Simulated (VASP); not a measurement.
Wanted: the native input for a VASP 6.6.1 run.

| Property | Result |
| --- | --- |
| Task | single point |
| Functional | PBE |
| Potentials or basis | VASP PAW PBE potentials, release 64 (Cd, Se) |
| Cutoff | 520 eV |
| k mesh | 12 × 12 × 12 |
| Occupations | gaussian, width 0.1 eV |
| Spin | no spin polarisation |
| Dipole correction | no |
| Further INCAR settings | ALGO = Normal; EDIFF = 1e-07; NBANDS = 16 |

The structure of CdSe lies in POSCAR:

```
CdSe
1.0
    0.0000000000      2.8685910063      2.8685910063
    2.8685910063      0.0000000000      2.8685910063
    2.8685910063      2.8685910063      0.0000000000
Cd Se
1 1
Direct
    0.0000000000      0.0000000000      0.0000000000
    0.5000000000      0.5000000000      0.5000000000
```

The input as run:

INCAR

```
ALGO = Normal
EDIFF = 1E-7
ENCUT = 520
GGA = PE
ISIF = 2
ISMEAR = 0
LASPH = T
LCHARG = T
LELF = T
LREAL = F
LVHAR = T
LWAVE = F
NBANDS = 16
NELM = 80
PREC = Accurate
SIGMA = 0.1
```

KPOINTS

```
k-points
0
Gamma
  12 12 12
```

Potentials or basis: VASP PAW PBE potentials, release 64 (Cd, Se).

The run is started by

```bash
$ cat potpaw_PBE.64/Cd/POTCAR potpaw_PBE.64/Se/POTCAR > POTCAR
$ mpirun -np 1 vasp_std > vasp.out
```

Results of the run:

| Quantity | Value |
| --- | --- |
| Pressure | 0.3 GPa |
| Band gap on the k mesh | zero (bands 9 and 10 overlap by 0.43 eV) |

Caveat: semilocal functionals underestimate gaps, so a narrow gap can read as zero.

It took 87 s on 1 thread of Intel Xeon 8259CL (shared host), peak memory 0.21 GiB.
